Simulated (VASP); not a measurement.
# ZnS (F-43m) in VASP: a series of runs

Aim: see how the results for ZnS move with the level of theory and the settings. Levels: PBE, r2SCAN. Tasks: single point.

All numbers are computed with VASP 6.6.1; they aren't measurements. Logs are shortened: lines on timing, memory, paths and dates and some standing lists are left out, and cuts for length are marked.

## (1) The cell of the first run

The structure is cubic, space group F-43m (No. 216). The conventional cell has a = 5.538 Å, b = 5.538 Å, c = 5.538 Å, α = 90.00°, β = 90.00°, γ = 90.00°. Zn (site symmetry -43m) has 4 S at 2.40 Å within 3.2 Å. Within 3.2 Å of S (site symmetry -43m) lie 4 Zn at 2.40 Å.

## (2) Single point, PBE (strain +2.8%)

INCAR reads:

```
PREC = Accurate
ENCUT = 520
EDIFF = 1E-7
ISMEAR = -1
SIGMA = 0.02
LREAL = False
LASPH = True
NELM = 100
ALGO = Normal
ISIF = 2
LWAVE = False
LCHARG = False
GGA = PE
NBANDS = 16
```

KPOINTS reads:

```
regular mesh
0
Gamma
  8 8 8
```

POSCAR reads:

```
ZnS
1.0
    0.0000000000      2.7689914095      2.7689914095
    2.7689914095      0.0000000000      2.7689914095
    2.7689914095      2.7689914095      0.0000000000
Zn S
1 1
Direct
    0.2500000000      0.2500000000      0.2500000000
    0.0000000000      0.0000000000      0.0000000000
```

Potentials or basis: VASP PAW PBE potentials, release 64 (Zn, S).

Launch:

```
$ cat potpaw_PBE.64/Zn/POTCAR potpaw_PBE.64/S/POTCAR > POTCAR
$ mpirun -np 1 vasp_std > vasp.out
```

OUTCAR:

```text
PREC = Accurate
   ENCUT = 520
   EDIFF = 1E-7
   ISMEAR = -1
   LREAL = False
   LASPH = True
   NELM = 100
   ISIF = 2
   GGA = PE

 ion  position               nearest neighbor table
   1  0.250  0.250  0.250-   2 2.40   2 2.40   2 2.40   2 2.40
   2  0.000  0.000  0.000-   1 2.40   1 2.40   1 2.40   1 2.40

  LATTYP: Found a face centered cubic cell.
 ALAT       =     5.5379828190

  Lattice vectors:

 A1 = (   0.0000000000,   2.7689914095,   2.7689914095)
 A2 = (   2.7689914095,   0.0000000000,   2.7689914095)
 A3 = (   2.7689914095,   2.7689914095,   0.0000000000)

Analysis of symmetry for initial positions (statically):
=====================================================================
 Subroutine PRICEL returns:
 Original cell was already a primitive cell.

 Routine SETGRP: Setting up the symmetry group for a
 face centered cubic supercell.

 Subroutine GETGRP returns: Found 24 space group operations
 (whereof 24 operations were pure point group operations)
 out of a pool of 48 trial point group operations.

The static configuration has the point symmetry T_d .

Analysis of symmetry for dynamics (positions and initial velocities):
=====================================================================
 Subroutine PRICEL returns:
 Original cell was already a primitive cell.

 Routine SETGRP: Setting up the symmetry group for a
 face centered cubic supercell.

 Subroutine GETGRP returns: Found 24 space group operations
 (whereof 24 operations were pure point group operations)
 out of a pool of 48 trial point group operations.

The dynamic configuration has the point symmetry T_d .

 Subroutine INISYM returns: Found 24 space group operations
 (whereof 24 operations are pure point group operations),
 and found     1 'primitive' translations

----------------------------------------------------------------------------------------

                                     Primitive cell

  volume of cell :      42.4615

  direct lattice vectors                    reciprocal lattice vectors
     0.000000000  2.768991409  2.768991409    -0.180571163  0.180571163  0.180571163
     2.768991409  0.000000000  2.768991409     0.180571163 -0.180571163  0.180571163
     2.768991409  2.768991409  0.000000000     0.180571163  0.180571163 -0.180571163

  length of vectors
[... 74 lines left out ...]
   ISTART =      0    job   : 0-new  1-cont  2-samecut
   ICHARG =      2    charge: 1-file 2-atom 10-const
   ISPIN  =      1    spin polarized calculation?
   LNONCOLLINEAR =      F non collinear calculations
   LSORBIT =      F    spin-orbit coupling
   LASPH  =      T    aspherical Exc in radial PAW
   ENCUT  =  520.0 eV  38.22 Ry    6.18 a.u.   7.28  7.28  7.28*2*pi/ulx,y,z
   NELM   =    100;   NELMIN=  2; NELMDL= -5     # of ELM steps
   EDIFF  = 0.1E-06   stopping-criterion for ELM
   LREAL  =      F    real-space projection
   EDIFFG = 0.1E-05   stopping-criterion for IOM
   NSW    =      0    number of steps for IOM
   IBRION =     -1    ionic relax: 0-MD 1-quasi-New 2-CG
   NFREE  =      0    steps in history (QN), initial steepest desc. (CG)
   ISIF   =      2    stress and relaxation
   ISYM   =      2    0-nonsym 1-usesym 2-fastsym
   POTIM  = 0.5000    time-step for ionic-motion
   TEBEG  =    0.0;   TEEND  =   0.0 temperature during run
   PSTRESS=    0.0 pullay stress
   NELECT =      18.0000    total number of electrons
   NUPDOWN=      -1.0000    fix difference up-down
   EMIN   =  10.00;   EMAX   =-10.00  energy-range for DOS
   EFERMI =   0.00;   METHOD = LEGACY
   ISMEAR =    -1;   SIGMA  =   0.02  broadening in eV -4-tet -1-fermi 0-gaus
   EFERMI_NEDOS =   21; number of points for ismear=-14 and -15
   IALGO  =     38    algorithm
   IMIX   =      4    mixing-type and parameters
     AMIX     =   0.40;   BMIX     =  1.00
     AMIX_MAG =   1.60;   BMIX_MAG =  1.00
  volume/ion in A,a.u.               =      21.23       143.27
  Fermi-wavevector in a.u.,A,eV,Ry     =   1.229799  2.323983 20.577520  1.512405
  Thomas-Fermi vector in A             =   2.364672
   LORBIT       =      0    0 simple, 1 ext, 2 COOP (PROOUT), +10 PAW based schemes
   GGA     = PE    functional components
   LHFCALC =     F    Hartree Fock is set to
   AEXX    =    0.0000 exact exchange contribution
   IVDW    =     0    specifies the selected vdW correction
   LEPSILON=     F    determine dielectric tensor
   LRPA    =     F    only Hartree local field effects (RPA)
 non-spin polarized calculation
  energy-cutoff  :      520.00
  volume of cell :       42.46
 maximum number of plane-waves:      1162
 NGX is ok and might be reduce to    30
   NGX = 15   NGY = 15   NGZ = 15

 number of electron      17.9999988 magnetization

 Free energy of the ion-electron system (eV)
  ---------------------------------------------------
  ext. energy  EPLUGINS =         0.00000000
  ---------------------------------------------------
  free energy    TOTEN  =        -6.83214827 eV

  energy without entropy =       -6.83214827  energy(sigma->0) =       -6.83214827

 E-fermi :   1.9242     XC(G=0):  -9.2885

 val. band max:        1.4514904009   @ k =   0.0000   0.0000   0.0000
 cond. band min:       3.2502344814   @ k =   0.0000   0.0000   0.0000
 fundamental gap:      1.7987440805
 Fermi energy:         1.9242406748

 k-point     1 :       0.0000    0.0000    0.0000
  band No.  band energies     occupation
      1     -11.2047      2.00000
      2      -4.6254      2.00000
      3      -4.6254      2.00000
      4      -4.6254      2.00000
      5      -4.2103      2.00000
      6      -4.2103      2.00000
[... 433 lines left out ...]
      3      -4.4669      2.00000
      4      -4.2458      2.00000
      5      -4.1984      2.00000
      6      -3.9773      2.00000
[... 8 lines left out ...]
     15      14.6306      0.00000
     16      15.3778      0.00000

 [... further k-points ...]
[... 5 lines left out ...]
  --------------------------------------------------------------------------------------
  -------------------------------------------------------------------------------------
  Total       -0.8132052     -0.8132052     -0.8132052      0.0000000      0.0000000     -0.0000000
  in kB      -30.6842783    -30.6842783    -30.6842783      0.0000000      0.0000000     -0.0000000
  external PRESSURE =     -30.6842783 kB  Pullay stress =       0.0000000 kB

 VOLUME and BASIS-vectors are now :
 -----------------------------------------------------------------------------
  energy-cutoff  :      520.00
  volume of cell :       42.46
      direct lattice vectors                 reciprocal lattice vectors
     0.000000000  2.768991409  2.768991409    -0.180571163  0.180571163  0.180571163
     2.768991409  0.000000000  2.768991409     0.180571163 -0.180571163  0.180571163
     2.768991409  2.768991409  0.000000000     0.180571163  0.180571163 -0.180571163

 POSITION                                       TOTAL-FORCE (eV/Angst)
 -----------------------------------------------------------------------------------
      1.38450      1.38450      1.38450         0.000000     -0.000000     -0.000000
      0.00000      0.00000      0.00000        -0.000000      0.000000      0.000000
 -----------------------------------------------------------------------------------
    total drift:                                0.000000      0.000000      0.000000

  FREE ENERGIE OF THE ION-ELECTRON SYSTEM (eV)
  ---------------------------------------------------
  free  energy   TOTEN  =        -6.8321482745 eV

  energy  without entropy=       -6.8321482745  energy(sigma->0) =       -6.83214827
```

stdout:

```text
POSCAR found type information on POSCAR ZnS
 POSCAR found :  2 types and       2 ions
 scaLAPACK will be used
 LDA part: xc-table for (Slater+PW92), standard interpolation
 POSCAR, INCAR and KPOINTS ok, starting setup
 FFT: planning ... GRIDC
 FFT: planning ... GRID_SOFT
 FFT: planning ... GRID
 WAVECAR not read
 entering main loop
```

Wall time 47 s (1 thread of Intel Xeon Platinum 8259CL at 2.50GHz (Skylake/Cascade Lake), shared host); peak memory 0.17 GiB.

Results:

| Item | Value |
| --- | --- |
| Free energy | -6.8321 eV |
| Pressure | -3.1 GPa |
| Band gap on the k mesh | 1.80 eV, direct |

Caveat: the cell differs from its parent crystal (strain +2.8%).

## (3) Single point, r2SCAN (strain +2.8%)

POSCAR is that of step 2.

INCAR.step1 reads:

```
ALGO = Normal ; EDIFF = 1E-4
ENCUT = 520 ; GGA = PE
ISMEAR = 0 ; LASPH = T
LCHARG = F ; LREAL = F
LWAVE = T ; NBANDS = 16
NELM = 80 ; PREC = Accurate
SIGMA = 0.01
```

INCAR.step2 reads:

```
ALGO = Normal ; EDIFF = 1E-7
ENCUT = 520 ; ISIF = 2
ISMEAR = 0 ; ISTART = 1
LASPH = T ; LCHARG = F
LMIXTAU = T ; LREAL = F
LWAVE = F ; METAGGA = R2SCAN
NBANDS = 16 ; NELM = 80
PREC = Accurate ; SIGMA = 0.01
```

KPOINTS reads:

```
k-points
0
Gamma
  8 8 8
```

Potentials or basis: VASP PAW PBE potentials, release 64 (Zn, S).

Launch:

```
$ cat potpaw_PBE.64/Zn/POTCAR potpaw_PBE.64/S/POTCAR > POTCAR
$ cp INCAR.step1 INCAR
$ mpirun -np 1 vasp_std > vasp.out
$ cp INCAR.step2 INCAR
$ mpirun -np 1 vasp_std > vasp.out
```

It took 2.9 min on 1 thread of Intel Xeon Platinum 8259CL at 2.50GHz (Skylake/Cascade Lake), shared host; peak memory 0.17 GiB.

It converged, with:

```yaml
Free_energy: -18.8064 eV
Pressure: -5.3 GPa
Band_gap_on_the_k_mesh: 2.34 eV, direct
```

Levels at points of the mesh, in eV from the valence-band top:
```tsv
k point	band 5	band 6	band 7	band 8	band 9	band 10	band 11	band 12	band 13	band 14
(0.00, 0.00, 0.00)	-5.78	-5.78	0.00	0.00	0.00	2.34	6.94	6.94	6.94	12.08
(0.50, 0.00, 0.00)	-5.76	-5.61	-4.91	-0.78	-0.78	3.66	7.43	7.43	9.11	12.48
(0.50, 0.50, 0.00)	-5.72	-5.60	-4.32	-2.02	-2.02	3.88	4.47	11.21	12.30	12.30
```

Caveat: the cell differs from its parent crystal (strain +2.8%); the PAW data sets were made with another functional, which shifts forces and pressure a little.
